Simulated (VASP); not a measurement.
# Rh (R-3m) in VASP: further runs

The runs below take Rh through single point, with r2SCAN.

Everything below comes from runs of VASP 6.6.1. Logs are shortened: lines on timing, memory, paths and dates and some standing lists are left out, and cuts for length are marked.

**1. The cell of the first run**

The structure is trigonal, space group R-3m (No. 166). The conventional cell has a = 2.531 Å, b = 2.531 Å, c = 7.439 Å, α = 90.00°, β = 90.00°, γ = 120.00°. Within 3.3 Å of Rh (site symmetry -3m) lie 12 Rh at 2.53 to 2.88 Å.

**2. Single point, r2SCAN**

POSCAR reads:

```
Rh
1.0
    0.2385902748      2.0280173355      2.0280173355
    2.0280173355      0.2385902748      2.0280173355
    2.0280173355      2.0280173355      0.2385902748
Rh
1
Direct
    0.0000000000      0.0000000000      0.0000000000
```

INCAR.step1 reads:

```
SYSTEM = Rh
  ALGO = Normal
  EDIFF = 1E-5
  ENCUT = 680
  GGA = PE
  GGA_COMPAT = .FALSE.
  ISMEAR = 0
  LASPH = .TRUE.
  LCHARG = .FALSE.
  LREAL = .FALSE.
  LWAVE = .TRUE.
  NBANDS = 14
  NELM = 120
  PREC = Accurate
  SIGMA = 0.15
```

INCAR.step2 reads:

```
SYSTEM = Rh
  ALGO = Normal
  EDIFF = 1E-6
  ENCUT = 680
  GGA_COMPAT = .FALSE.
  ISIF = 2
  ISMEAR = 0
  ISTART = 1
  LASPH = .TRUE.
  LCHARG = .FALSE.
  LMIXTAU = .TRUE.
  LREAL = .FALSE.
  LWAVE = .FALSE.
  METAGGA = R2SCAN
  NBANDS = 14
  NELM = 120
  PREC = Accurate
  SIGMA = 0.15
```

KPOINTS reads:

```
k-points
0
G
  8 8 8
  0 0 0
```

Potentials or basis: VASP PAW PBE potentials, release 64 (Rh_sv_GW).

Launch:

```sh
$ cat potpaw_PBE.64/Rh_sv_GW/POTCAR > POTCAR
$ cp INCAR.step1 INCAR
$ mpirun -np 1 vasp_std > vasp.out
$ cp INCAR.step2 INCAR
$ mpirun -np 1 vasp_std > vasp.out
```

OUTCAR:

```text
SYSTEM = Rh
   EDIFF = 1E-6
   ENCUT = 680
   ISIF = 2
   ISMEAR = 0
   ISTART = 1
   LASPH = .TRUE.
   LREAL = .FALSE.
   METAGGA = R2SCAN
   NELM = 120
   PREC = Accurate

 ion  position               nearest neighbor table
   1  0.000  0.000  0.000-

  LATTYP: Found a trigonal (rhomboedric) cell.
 ALAT       =     2.8779565572
 COS(alpha) =     0.6134020619

  Lattice vectors:

 A1 = (   0.2385902748,   2.0280173355,   2.0280173355)
 A2 = (   2.0280173355,   0.2385902748,   2.0280173355)
 A3 = (   2.0280173355,   2.0280173355,   0.2385902748)

Analysis of symmetry for initial positions (statically):
=====================================================================
 Subroutine PRICEL returns:
 Original cell was already a primitive cell.

 Routine SETGRP: Setting up the symmetry group for a
 trigonal (rhombohedral) supercell.

 Subroutine GETGRP returns: Found 12 space group operations
 (whereof 12 operations were pure point group operations)
 out of a pool of 12 trial point group operations.

The static configuration has the point symmetry D_3d.

Analysis of symmetry for dynamics (positions and initial velocities):
=====================================================================
 Subroutine PRICEL returns:
 Original cell was already a primitive cell.

 Routine SETGRP: Setting up the symmetry group for a
 trigonal (rhombohedral) supercell.

 Subroutine GETGRP returns: Found 12 space group operations
 (whereof 12 operations were pure point group operations)
 out of a pool of 12 trial point group operations.

The dynamic configuration has the point symmetry D_3d.

 Subroutine INISYM returns: Found 12 space group operations
 (whereof 12 operations are pure point group operations),
 and found     1 'primitive' translations

----------------------------------------------------------------------------------------

                                     Primitive cell

  volume of cell :      13.7516

  direct lattice vectors                    reciprocal lattice vectors
     0.238590275  2.028017335  2.028017335    -0.294942325  0.263895765  0.263895765
     2.028017335  0.238590275  2.028017335     0.263895765 -0.294942325  0.263895765
     2.028017335  2.028017335  0.238590275     0.263895765  0.263895765 -0.294942325

  length of vectors
     2.877956557  2.877956557  2.877956557     0.475681536  0.475681536  0.475681536

  position of ions in fractional coordinates (direct lattice)
     0.000000000  0.000000000  0.000000000

  ion indices of the primitive-cell ions
   primitive index   ion index
                 1           1

----------------------------------------------------------------------------------------

 KPOINTS: k-points

Automatic generation of k-mesh.
 Grid dimensions read from file:
 generate k-points for:    8    8    8

 Generating k-lattice:

  Cartesian coordinates                     Fractional coordinates (reciprocal lattice)
    -0.036867791  0.032986971  0.032986971     0.125000000  0.000000000  0.000000000
     0.032986971 -0.036867791  0.032986971     0.000000000  0.125000000  0.000000000
     0.032986971  0.032986971 -0.036867791     0.000000000  0.000000000  0.125000000

  Length of vectors
     0.059460192  0.059460192  0.059460192

  Shift w.r.t. Gamma in fractional coordinates (k-lattice)
     0.000000000  0.000000000  0.000000000

 Subroutine IBZKPT returns following result:
 ===========================================

 Found     65 irreducible k-points:

 Following reciprocal coordinates:
            Coordinates               Weight
  0.000000  0.000000  0.000000      1.000000
  0.125000  0.000000 -0.000000      6.000000
  0.250000  0.000000 -0.000000      6.000000
  0.375000 -0.000000 -0.000000      6.000000
  0.500000  0.000000 -0.000000      3.000000
  0.125000  0.125000 -0.000000      6.000000
[... 16 lines left out ...]
  0.250000  0.125000  0.125000      6.000000
  0.375000  0.125000  0.125000      6.000000
 [... further k-points ...]
   k-points           NKPTS =     65   k-points in BZ     NKDIM =     65   number of bands    NBANDS=     14
   number of dos      NEDOS =    301   number of ions     NIONS =      1
   total plane-waves  NPLWV =  13824
   dimension x,y,z NGX =    24 NGY =   24 NGZ =   24
   dimension x,y,z NGXF=    48 NGYF=   48 NGZF=   48
   ions per type =               1
   NGX,Y,Z   is equivalent  to a cutoff of  13.86, 13.86, 13.86 a.u.
   NGXF,Y,Z  is equivalent  to a cutoff of  27.73, 27.73, 27.73 a.u.
 SYSTEM =  Rh
   PREC   = accura    normal or accurate (medium, high low for compatibility)
   ISTART =      1    job   : 0-new  1-cont  2-samecut
   ICHARG =      0    charge: 1-file 2-atom 10-const
   ISPIN  =      1    spin polarized calculation?
   LNONCOLLINEAR =      F non collinear calculations
   LSORBIT =      F    spin-orbit coupling
   LASPH  =      T    aspherical Exc in radial PAW
   ENCUT  =  680.0 eV  49.98 Ry    7.07 a.u.   6.12  6.12  6.12*2*pi/ulx,y,z
   NELM   =    120;   NELMIN=  2; NELMDL=  0     # of ELM steps
   EDIFF  = 0.1E-05   stopping-criterion for ELM
   LREAL  =      F    real-space projection
   EDIFFG = 0.1E-04   stopping-criterion for IOM
   NSW    =      0    number of steps for IOM
   IBRION =     -1    ionic relax: 0-MD 1-quasi-New 2-CG
   NFREE  =      0    steps in history (QN), initial steepest desc. (CG)
   ISIF   =      2    stress and relaxation
   ISYM   =      2    0-nonsym 1-usesym 2-fastsym
   POTIM  = 0.5000    time-step for ionic-motion
   TEBEG  =    0.0;   TEEND  =   0.0 temperature during run
   PSTRESS=    0.0 pullay stress
   NELECT =      17.0000    total number of electrons
   NUPDOWN=      -1.0000    fix difference up-down
   EMIN   =  10.00;   EMAX   =-10.00  energy-range for DOS
   EFERMI =   0.00;   METHOD = LEGACY
   ISMEAR =     0;   SIGMA  =   0.15  broadening in eV -4-tet -1-fermi 0-gaus
   EFERMI_NEDOS =   21; number of points for ismear=-14 and -15
   IALGO  =     38    algorithm
   IMIX   =      4    mixing-type and parameters
     AMIX     =   0.40;   BMIX     =  1.00
     AMIX_MAG =   1.60;   BMIX_MAG =  1.00
  volume/ion in A,a.u.               =      13.75        92.80
  Fermi-wavevector in a.u.,A,eV,Ry     =   1.757007  3.320261 42.002167  3.087072
  Thomas-Fermi vector in A             =   2.826445
   LORBIT       =      0    0 simple, 1 ext, 2 COOP (PROOUT), +10 PAW based schemes
   METAGGA = R2SCAN    functional components
   LHFCALC =     F    Hartree Fock is set to
   AEXX    =    0.0000 exact exchange contribution
   IVDW    =     0    specifies the selected vdW correction
   LEPSILON=     F    determine dielectric tensor
   LRPA    =     F    only Hartree local field effects (RPA)
 non-spin polarized calculation
 Gauss-broadening in eV      SIGMA  =   0.15
  energy-cutoff  :      680.00
  volume of cell :       13.75
 maximum number of plane-waves:       574
   NGX = 13   NGY = 13   NGZ = 13

 number of electron      16.9999999 magnetization

 Free energy of the ion-electron system (eV)
  ---------------------------------------------------
  ext. energy  EPLUGINS =         0.00000000
  ---------------------------------------------------
  free energy    TOTEN  =       -22.94566254 eV

  energy without entropy =      -22.92857533  energy(sigma->0) =      -22.93711894

 E-fermi :  10.6223     XC(G=0): -15.1974

 val. band max:       10.6100942212   @ k =  -0.3750   0.3750   0.3750
 cond. band min:      10.6738600987   @ k =   0.2500   0.2500   0.1250
 fundamental gap:      0.0637658775
 Fermi energy:        10.6222680108

 k-point     1 :       0.0000    0.0000    0.0000
  band No.  band energies     occupation
      1     -70.4676      2.00000
      2     -37.1239      2.00000
      3     -36.9938      2.00000
      4     -36.9938      2.00000
      5       2.6067      2.00000
      6       6.1578      2.00000
      7       7.7170      2.00000
      8       7.7170      2.00000
      9      10.1804      1.99997
     10      10.1804      1.99997
     11      26.1212      0.00000
     12      30.1680      0.00000
     13      35.1559      0.00000
     14      35.1559      0.00000

 k-point     2 :       0.1250    0.0000   -0.0000
  band No.  band energies     occupation
      1     -70.4399      2.00000
      2     -37.1674      2.00000
      3     -37.1183      2.00000
      4     -37.0294      2.00000
      5       3.3130      2.00000
      6       6.4813      2.00000
      7       7.3553      2.00000
      8       8.2257      2.00000
      9       9.7408      2.00000
     10       9.9603      2.00000
     11      27.2001      0.00000
     12      30.7218      0.00000
     13      32.6913      0.00000
     14      35.8404      0.00000

 k-point     3 :       0.2500    0.0000   -0.0000
  band No.  band energies     occupation
      1     -70.3727      2.00000
      2     -37.5668      2.00000
      3     -37.1155      2.00000
      4     -37.1145      2.00000
      5       4.5602      2.00000
      6       6.7131      2.00000
      7       7.6814      2.00000
      8       9.1921      2.00000
      9       9.2892      2.00000
     10       9.8633      2.00000
     11      27.1429      0.00000
     12      29.1139      0.00000
     13      33.9354      0.00000
     14      35.7083      0.00000

 k-point     4 :       0.3750   -0.0000   -0.0000
  band No.  band energies     occupation
      1     -70.3047      2.00000
      2     -37.9568      2.00000
      3     -37.1986      2.00000
      4     -37.1102      2.00000
      5       4.4244      2.00000
      6       6.4690      2.00000
      7       8.8427      2.00000
      8       9.7795      2.00000
      9      10.4565      1.88189
     10      11.4037      0.00000
     11      23.4267      0.00000
     12      27.3467      0.00000
     13      31.8286      0.00000
     14      35.5406      0.00000

 k-point     5 :       0.5000    0.0000   -0.0000
  band No.  band energies     occupation
      1     -70.2763      2.00000
      2     -38.1152      2.00000
      3     -37.2331      2.00000
      4     -37.1080      2.00000
      5       4.1864      2.00000
      6       6.2476      2.00000
      7       8.6584      2.00000
      8      10.4578      1.87899
      9      12.2179      0.00000
     10      12.4200      0.00000
     11      21.0022      0.00000
[... 276 lines left out ...]
 k-point    22 :       0.1250    0.1250    0.1250
  band No.  band energies     occupation
      1     -70.4603      2.00000
      2     -37.1901      2.00000
      3     -36.9987      2.00000
      4     -36.9987      2.00000
      5       3.0410      2.00000
      6       6.1805      2.00000
      7       7.7163      2.00000
      8       7.7163      2.00000
      9      10.2675      1.99918
     10      10.2675      1.99918
     11      25.5165      0.00000
     12      29.4707      0.00000
     13      35.8830      0.00000
     14      35.8830      0.00000

 k-point    23 :       0.2500    0.1250    0.1250
  band No.  band energies     occupation
      1     -70.4291      2.00000
      2     -37.2404      2.00000
      3     -37.1544      2.00000
      4     -37.0312      2.00000
      5       3.9675      2.00000
      6       6.3806      2.00000
      7       7.3623      2.00000
      8       8.2406      2.00000
      9       9.8823      2.00000
     10      10.3400      1.99221
     11      25.6511      0.00000
     12      29.8713      0.00000
     13      33.7021      0.00000
     14      35.8394      0.00000

 k-point    24 :       0.3750    0.1250    0.1250
  band No.  band energies     occupation
      1     -70.3618      2.00000
      2     -37.5862      2.00000
      3     -37.2035      2.00000
      4     -37.1164      2.00000
      5       4.9800      2.00000
      6       6.5576      2.00000
      7       7.5427      2.00000
      8       9.3436      2.00000
      9       9.6578      2.00000
     10      10.7614      0.18947
     11      25.6003      0.00000
     12      27.6554      0.00000
     13      31.7110      0.00000
     14      35.9791      0.00000

 [... further k-points ...]
[... 5 lines left out ...]
  --------------------------------------------------------------------------------------
  -------------------------------------------------------------------------------------
  Total        1.0782740      1.0782740      1.0782740     -1.7902022     -1.7902022     -1.7902022
  in kB      125.6280109    125.6280109    125.6280109   -208.5736450   -208.5736450   -208.5736450
  external PRESSURE =     125.6280109 kB  Pullay stress =       0.0000000 kB

 VOLUME and BASIS-vectors are now :
 -----------------------------------------------------------------------------
  energy-cutoff  :      680.00
  volume of cell :       13.75
      direct lattice vectors                 reciprocal lattice vectors
     0.238590275  2.028017335  2.028017335    -0.294942325  0.263895765  0.263895765
     2.028017335  0.238590275  2.028017335     0.263895765 -0.294942325  0.263895765
     2.028017335  2.028017335  0.238590275     0.263895765  0.263895765 -0.294942325

 POSITION                                       TOTAL-FORCE (eV/Angst)
 -----------------------------------------------------------------------------------
      0.00000      0.00000      0.00000         0.000000     -0.000000      0.000000
 -----------------------------------------------------------------------------------
    total drift:                                0.000000      0.000000      0.000000

  FREE ENERGIE OF THE ION-ELECTRON SYSTEM (eV)
  ---------------------------------------------------
  free  energy   TOTEN  =       -22.9456625369 eV

  energy  without entropy=      -22.9285753341  energy(sigma->0) =      -22.93711894
```

It took 87 s on 1 thread of Intel Xeon Platinum 8175M at 2.50GHz (Skylake/Cascade Lake), shared host; peak memory 0.17 GiB.

Results:

```
Free energy            : -22.9457 eV
Pressure               : 12.6 GPa
Band gap on the k mesh : zero (an odd number of electrons rules out a gap without spin polarisation)
```

Caveat: the k points lie up to 0.37 Å⁻¹ apart, too coarse for converged energies and pressures of a metal; the PAW data sets were made with another functional, which shifts forces and pressure a little.

**3. Single point, r2SCAN**

This run uses another cell than the first one, of the same volume but with other edges.

POSCAR reads:

```
Rh
1.0
   -0.2007403949      1.8066635540      1.8066635540
    1.8066635540     -0.2007403949      1.8066635540
    1.8066635540      1.8066635540     -0.2007403949
Rh
1
Direct
    0.0000000000      0.0000000000      0.0000000000
```

INCAR.step1 reads:

```
SYSTEM = Rh
  PREC = Accurate
  ENCUT = 680
  ISMEAR = 0
  SIGMA = 0.15
  LREAL = .False.
  LASPH = .True.
  NELM = 120
  NBANDS = 14
  GGA = PE
  ALGO = Normal
  EDIFF = 1E-5
  LWAVE = .True.
  LCHARG = .False.
  GGA_COMPAT = .False.
```

INCAR.step2 reads:

```
SYSTEM = Rh
  PREC = Accurate
  ENCUT = 680
  EDIFF = 1E-6
  ISMEAR = 0
  SIGMA = 0.15
  LREAL = .False.
  LASPH = .True.
  NELM = 120
  ALGO = Normal
  ISIF = 2
  LWAVE = .False.
  LCHARG = .True.
  METAGGA = R2SCAN
  LMIXTAU = .True.
  LELF = .True.
  LVHAR = .True.
  NBANDS = 14
  ISTART = 1
  GGA_COMPAT = .False.
```

KPOINTS reads:

```
Automatic mesh
0
Gamma
  8 8 8
  0 0 0
```

Potentials or basis: VASP PAW PBE potentials, release 64 (Rh_sv_GW).

Launch:

```sh
$ cat potpaw_PBE.64/Rh_sv_GW/POTCAR > POTCAR
$ cp INCAR.step1 INCAR
$ mpirun -np 1 vasp_std > vasp.out
$ cp INCAR.step2 INCAR
$ mpirun -np 1 vasp_std > vasp.out
```

It took 47 s on 1 thread of AMD EPYC 9R45 (Zen 5), shared host; peak memory 0.13 GiB.

The run converged. Its results:

```
Free energy            : -23.0073 eV
Pressure               : 8.9 GPa
Band gap on the k mesh : zero (an odd number of electrons rules out a gap without spin polarisation)
```

Stress tensor (GPa, compression positive):
```
 8.88 16.98 16.98
16.98  8.88 16.98
16.98 16.98  8.88
```

Levels at points of the mesh, in eV from the Fermi level:
| k point | band 5 | band 6 | band 7 | band 8 | band 9 | band 10 | band 11 | band 12 |
| --- | --- | --- | --- | --- | --- | --- | --- | --- |
| (0.00, 0.00, 0.00) | -8.12 | -4.15 | -4.15 | -1.75 | -0.70 | -0.70 | 16.31 | 20.69 |
| (0.50, 0.00, 0.00) | -6.29 | -4.35 | -1.85 | -0.15 | 0.43 | 0.72 | 8.49 | 16.79 |
| (0.50, 0.50, 0.00) | -6.55 | -6.19 | 0.18 | 0.77 | 1.60 | 3.65 | 11.96 | 13.07 |
| (0.50, 0.50, 0.50) | -6.45 | -3.71 | -3.71 | 1.23 | 1.23 | 2.93 | 11.77 | 14.74 |

Caveat: the cell stands under pressure; the PAW data sets were made with another functional, which shifts forces and pressure a little.

The gap in the log of VASP goes by the Fermi energy; the results here count the filled bands.